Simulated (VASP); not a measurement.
Write the native input for VASP 6.6.1 that does the following.

```yaml
Task: single point
Functional: PBE
Potentials_or_basis: VASP PAW PBE potentials, release 64 (Os)
Cutoff: 520 eV
k_mesh: 18 × 18 × 12
Occupations: gaussian, width 0.15 eV
Spin: no spin polarisation
Dipole_correction: no
Further_INCAR_settings: ALGO = Fast; EDIFF = 1e-07; NBANDS = 15
```

The structure of Os lies in POSCAR:

```
Os
1.0
    2.7340999755      0.0000000000      0.0000000000
   -1.3670499878      2.3678000353      0.0000000000
    0.0000000000      0.0000000000      4.3197000000
Os
2
Direct
    0.5780987219      0.8458473671      0.2500000000
    0.6666666667      0.3333333333      0.7500000000
```

This cell differs from its parent crystal: atom 1 (Os) moved by (+0.600, +0.000) A along [1 1 0] and z.

These files were run (other wordings do the same):

INCAR

```
ALGO     = Fast           # electronic algorithm
EDIFF    = 1E-7           # SCF threshold, eV
ENCUT    = 520            # plane-wave cutoff, eV
GGA      = PE             # functional
ISIF     = 2              # what is computed and relaxed
ISMEAR   = 0              # smearing method
LASPH    = True           # aspherical terms in the spheres
LCHARG   = True           # write CHGCAR
LELF     = True           # ELF
LREAL    = False          # projectors in reciprocal space
LVHAR    = True         
LWAVE    = False          # write WAVECAR
NBANDS   = 15             # bands
NELM     = 100            # most SCF steps
PREC     = Accurate       # precision mode
SIGMA    = 0.15           # smearing width, eV
```

KPOINTS

```
k-points
0
Gamma
  18 18 12
```

Potentials or basis: VASP PAW PBE potentials, release 64 (Os).

Run with:

```bash
$ cat potpaw_PBE.64/Os/POTCAR > POTCAR
$ mpirun -np 1 vasp_std > vasp.out
```

It gave:

```yaml
Pressure: 25.6 GPa
Largest_force: 2.907 eV/Å
Band_gap_on_the_k_mesh: zero (bands 8 and 9 overlap by 3.65 eV)
```

Caveat: the cell differs from its parent crystal (atom 1 (Os) moved by (+0.600, +0.000) A along [1 1 0] and z); the cell stands under pressure; spin-orbit coupling is left out, which moves the levels of the heavy elements; forces of over 1 eV/Å act on the atoms, so gaps and moduli don't describe the material at rest.

Wall time 11 min on 1 thread of Intel Xeon 8259CL, with other jobs on the host, peak memory 0.5 GiB.
